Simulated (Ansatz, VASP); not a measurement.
## H in VASP and in Ansatz

File INCAR:

```
SYSTEM = H
PREC = Accurate
ENCUT = 520
EDIFF = 1E-6
ISMEAR = 0
SIGMA = 0.01
LREAL = .False.
LASPH = .True.
NELM = 80
ALGO = Normal
ISIF = 2
LWAVE = .False.
LCHARG = .False.
GGA = PE
NBANDS = 8
```

KPOINTS

```
regular mesh
0
Gamma
  1 1 1
  0 0 0
```

POSCAR

```
H
1.0
   10.0000000000      0.0000000000      0.0000000000
    0.0000000000     10.3000000000      0.0000000000
    0.0000000000      0.0000000000     10.6000000000
H
2
Direct
    0.5000000000      0.4854368932      0.4363091132
    0.5000000000      0.4854368932      0.5070871132
```

Input for Ansatz:

```yaml
crystal:
  lattice:
    - [10.0, 0.0, 0.0]
    - [0.0, 10.3, 0.0]
    - [0.0, 0.0, 10.6]
  atoms:
    - { symbol: H, position: [0.5, 0.4854368932, 0.4363091132] }
    - { symbol: H, position: [0.5, 0.4854368932, 0.5070871132] }
scf:
  occupations: { method: gaussian, width: 0.01 }
output:
  forces: true
  stress: false
  eigenvalues: true
hamiltonian:
  xc: pbe
kpoints:
  mp_grid: { grid: [1, 1, 1] }
```

Alike in both runs: task single point; functional PBE; k mesh 1 × 1 × 1; occupations gaussian, width 0.01 eV; no spin polarisation.

```csv
,VASP,Ansatz
version,VASP 6.6.1,Ansatz 0.2.0
potentials or method,"VASP PAW PBE potentials, release 64 (H)","scalar-relativistic, plane waves, PAW"
plane-wave cutoff (eV),520,420
valence electrons in the cell,2,2
```

```csv
,VASP,Ansatz,Ansatz less VASP
gap on the k mesh at the Fermi level (eV),10.15,10.15,+0.001
rms of the force components (eV/Å),0.007,0.000,-0.0064
```

Atom by atom the forces differ by 0.007 eV/Å (rms over components).
